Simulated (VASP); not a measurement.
# MgI2 (P-1) in VASP: notebook, part 2 of 2

VASP 6.6.1. The steps go on from the part before.

**4. Electric field gradients, PBEsol (equal xy, yz and zx shear strains of -2 %)**

Contents of INCAR:

```
SYSTEM = MgI2
PREC = Accurate ; ENCUT = 520
EDIFF = 1E-8 ; ISMEAR = -1
SIGMA = 0.03 ; LREAL = .FALSE.
LASPH = .TRUE. ; NELM = 100
ALGO = Normal ; ISIF = 2
LWAVE = .FALSE. ; LCHARG = .FALSE.
GGA = PS ; LEFG = .TRUE.
NBANDS = 15
```

Contents of KPOINTS:

```
regular mesh
0
G
  7 7 4
  0 0 0
```

Contents of POSCAR:

```
MgI2
1.0
    4.1537001214     -0.0415370012     -0.0415370012
   -2.1128221589      3.6179783254     -0.0152035976
   -0.0686200000     -0.0686200000      6.8620000000
Mg I
1 2
Direct
    0.0000000000      0.0000000000      0.0000000000
    0.3333333333      0.6666666667      0.7576300000
    0.6666666667      0.3333333333      0.2423700000
```

Potentials or basis: VASP PAW PBE potentials, release 64 (Mg, I).

Started as:

```sh
$ cat potpaw_PBE.64/Mg/POTCAR potpaw_PBE.64/I/POTCAR > POTCAR
$ mpirun -np 1 vasp_std > vasp.out
```

OUTCAR:

```text
SYSTEM = MgI2
   PREC = Accurate
   ENCUT = 520
   EDIFF = 1E-8
   ISMEAR = -1
   LREAL = .FALSE.
   LASPH = .TRUE.
   NELM = 100
   ISIF = 2
   GGA = PS

 ion  position               nearest neighbor table
   1  0.000  0.000  0.000-   3 2.86   2 2.86   3 2.95   2 2.95   3 2.95   2 2.95
   2  0.333  0.667  0.758-   1 2.86   1 2.95   1 2.95
   3  0.667  0.333  0.242-   1 2.86   1 2.95   1 2.95

  LATTYP: Found a triclinic cell.
 ALAT       =     4.1181713052
 B/A-ratio  =     1.0087281861
 C/A-ratio  =     1.6664401884
 COS(alpha) =     0.0198960208
 COS(beta)  =     0.0274156886
 COS(gamma) =     0.4869832430

  Lattice vectors:

 A1 = (   2.0408779625,   3.5764413242,  -0.0567405988)
 A2 = (   4.1537001214,  -0.0415370012,  -0.0415370012)
 A3 = (   0.0686200000,   0.0686200000,  -6.8620000000)

Analysis of symmetry for initial positions (statically):
=====================================================================
 Subroutine PRICEL returns:
 Original cell was already a primitive cell.

 Routine SETGRP: Setting up the symmetry group for a
 triclinic supercell.

 Subroutine GETGRP returns: Found  2 space group operations
 (whereof  2 operations were pure point group operations)
 out of a pool of  2 trial point group operations.

The static configuration has the point symmetry S_2 .

Analysis of symmetry for dynamics (positions and initial velocities):
=====================================================================
 Subroutine PRICEL returns:
 Original cell was already a primitive cell.

[... 580 lines left out ...]
      2      -8.9726      2.00000
      3      -1.0274      2.00000
      4      -0.3698      2.00000
      5       0.1613      2.00000
      6       0.7172      2.00000
      7       1.3817      2.00000
      8       1.6468      2.00000
      9       6.5136      0.00000
     10       8.2334      0.00000
     11       8.3724      0.00000
     12       9.1962      0.00000
     13       9.8112      0.00000
     14      10.1374      0.00000
     15      11.2511      0.00000

 [... further k-points ...]
[... 5 lines left out ...]
  --------------------------------------------------------------------------------------
  -------------------------------------------------------------------------------------
  Total       -0.1502765     -0.2091207      0.0740253      0.2416705      0.2180154      0.2496263
  in kB       -2.3489906     -3.2687915      1.1570978      3.7775809      3.4078247      3.9019386
  external PRESSURE =      -1.4868948 kB  Pullay stress =       0.0000000 kB

 VOLUME and BASIS-vectors are now :
 -----------------------------------------------------------------------------
  energy-cutoff  :      520.00
  volume of cell :      102.50
      direct lattice vectors                 reciprocal lattice vectors
     4.153700121 -0.041537001 -0.041537001     0.242202140  0.141457005  0.003836591
    -2.112822159  3.617978325 -0.015203598     0.002808580  0.278049408  0.002808580
    -0.068620000 -0.068620000  6.862000000     0.001472319  0.001472319  0.145759554

 POSITION                                       TOTAL-FORCE (eV/Angst)
 -----------------------------------------------------------------------------------
      0.00000      0.00000      0.00000         0.000000      0.000000      0.000000
     -0.07597      2.34615      5.17488        -0.064476     -0.057817      0.027576
      2.04823      1.16167      1.63038         0.064476      0.057817     -0.027576
 -----------------------------------------------------------------------------------
    total drift:                               -0.000000      0.000000     -0.000000

  FREE ENERGIE OF THE ION-ELECTRON SYSTEM (eV)
  ---------------------------------------------------
  free  energy   TOTEN  =        -8.4132637623 eV

  energy  without entropy=       -8.4132637623  energy(sigma->0) =       -8.41326376

 Electric field gradients (V/A^2)
---------------------------------------------------------------------
 ion       V_xx      V_yy      V_zz      V_xy      V_xz      V_yz
---------------------------------------------------------------------
   1      -1.452     1.179     0.273    -1.974    -2.957    -1.554
   2      34.872    14.087   -48.960     3.497     6.334    -2.728
   3      34.872    14.087   -48.960     3.497     6.334    -2.728
---------------------------------------------------------------------

 Electric field gradients after diagonalization (V/A^2)
 (convention: |V_zz| > |V_xx| > |V_yy|)
----------------------------------------------------------------------
 ion       V_xx      V_yy      V_zz     asymmetry (V_yy - V_xx)/ V_zz
----------------------------------------------------------------------
   1       2.502     2.234    -4.736       0.057
   2      35.846    13.730   -49.576       0.446
   3      35.846    13.730   -49.576       0.446
----------------------------------------------------------------------

           NMR quadrupolar parameters

 Cq : quadrupolar parameter    Cq=e*Q*V_zz/h
 eta: asymmetry parameters     (V_yy - V_xx)/ V_zz
 Q  : nuclear electric quadrupole moment in mb (millibarn)
----------------------------------------------------------------------
 ion       Cq(MHz)       eta       Q (mb)
----------------------------------------------------------------------
   1      -0.011       0.057       1.000
   2      -0.120       0.446       1.000
   3      -0.120       0.446       1.000
----------------------------------------------------------------------
```

OSZICAR:

```text
N       E                     dE             d eps       ncg     rms          rms(c)
DAV:   1     0.738622763584E+02    0.73862E+02   -0.57302E+03  2970   0.835E+02
DAV:   2    -0.266677834808E+01   -0.76529E+02   -0.69514E+02  4175   0.131E+02
DAV:   3    -0.846201785852E+01   -0.57952E+01   -0.57727E+01  3957   0.410E+01
DAV:   4    -0.857053708441E+01   -0.10852E+00   -0.10851E+00  4092   0.673E+00
DAV:   5    -0.857163135307E+01   -0.10943E-02   -0.10943E-02  4065   0.636E-01    0.402E+00
DAV:   6    -0.844542727480E+01    0.12620E+00   -0.10044E-01  3292   0.159E+00    0.265E+00
DAV:   7    -0.841551074478E+01    0.29917E-01   -0.10290E-01  3642   0.156E+00    0.641E-01
DAV:   8    -0.841328618496E+01    0.22246E-02   -0.74956E-03  3327   0.480E-01    0.262E-01
DAV:   9    -0.841327383204E+01    0.12353E-04   -0.81214E-04  4034   0.167E-01    0.104E-01
DAV:  10    -0.841326142697E+01    0.12405E-04   -0.38298E-05  3530   0.412E-02    0.375E-02
DAV:  11    -0.841326341509E+01   -0.19881E-05   -0.57749E-06  3817   0.137E-02    0.218E-02
DAV:  12    -0.841326354050E+01   -0.12541E-06   -0.52408E-07  3908   0.417E-03    0.806E-03
DAV:  13    -0.841326362145E+01   -0.80948E-07   -0.67678E-08  3747   0.137E-03    0.351E-03
DAV:  14    -0.841326381119E+01   -0.18974E-06   -0.15580E-07  3362   0.226E-03    0.285E-03
DAV:  15    -0.841326379069E+01    0.20500E-07   -0.91315E-09  3284   0.588E-04    0.188E-03
DAV:  16    -0.841326376417E+01    0.26519E-07   -0.66575E-09  2528   0.422E-04    0.299E-04
DAV:  17    -0.841326376234E+01    0.18376E-08   -0.92580E-10  2248   0.189E-04
   1 F= -.84132638E+01 E0= -.84132638E+01  d E =-.930674E-11
```

stdout:

```text
POSCAR found type information on POSCAR MgI
 POSCAR found :  2 types and       3 ions
 scaLAPACK will be used
 -----------------------------------------------------------------------------
|                                                                             |
|                                                                             |
|     You enforced a specific xc type in the INCAR file but a different       |
|     I HOPE YOU KNOW WHAT YOU ARE DOING!                                     |
|                                                                             |
 -----------------------------------------------------------------------------

 LDA part: xc-table for (Slater+PW92), standard interpolation
 POSCAR, INCAR and KPOINTS ok, starting setup
 FFT: planning ... GRIDC
 FFT: planning ... GRID_SOFT
 FFT: planning ... GRID
 WAVECAR not read
 entering main loop
ion   1
     0.0000337     0.1177190     0.0915860    -0.0304364     0.1775601     0.0814775
     0.0000464     0.1177190     0.0915860    -0.0304364     0.1775601     0.0814775
     0.0000638     0.1177190     0.0915860    -0.0304364     0.1775601     0.0814775
     0.0000879     0.1177190     0.0915860    -0.0304364     0.1775601     0.0814775
[... 23 lines left out ...]
     0.0000584    -3.1626237     2.5280268    38.7762171    -5.7447912    -9.4885930
     0.0000804    -3.1622389     2.5277149    38.7716520    -5.7440885    -9.4874430
     0.0001108    -3.1616325     2.5272207    38.7644503    -5.7429800    -9.4856277
     0.0001525    -3.1606806     2.5264411    38.7531380    -5.7412391    -9.4827742
```

Wall time 5.8 min (1 thread of Oxide Virtual Turin-like, shared host); peak memory 0.29 GiB.

Results:

- Free energy: -8.4133 eV
- Pressure: -0.1 GPa
- Largest force: 0.091 eV/Å
- Band gap on the k mesh: 3.43 eV, indirect (least direct gap 3.57 eV)

Forces on the atoms (eV/Å):
```
Mg   0.000  0.000  0.000
I   -0.064 -0.058  0.028
I    0.064  0.058 -0.028
```

Levels at points of the mesh, in eV from the valence-band top:
| k point | band 6 | band 7 | band 8 | band 9 | band 10 | band 11 |
| --- | --- | --- | --- | --- | --- | --- |
| (0.00, 0.00, 0.00) | -0.14 | -0.06 | 0.00 | 3.57 | 4.61 | 6.46 |
| (0.00, 0.00, 0.50) | -0.34 | -0.25 | -0.15 | 4.55 | 4.70 | 6.29 |

Electric field gradients, principal values (V/Å²):
| atom | least | middle | greatest (by size) |
| --- | --- | --- | --- |
| 1 Mg | 2.234 | 2.502 | -4.736 |
| 2 I | 13.730 | 35.846 | -49.576 |
| 3 I | 13.730 | 35.846 | -49.576 |

Caveat: the cell differs from its parent crystal (equal xy, yz and zx shear strains of -2 %); without QUAD_EFG the Cq values of the log hold for a quadrupole moment of 1 mb, not for the nuclei; the PAW data sets were made with another functional, which shifts forces and pressure a little; spin-orbit coupling is left out, which moves the levels of the heavy elements. A k mesh can miss the band edges.
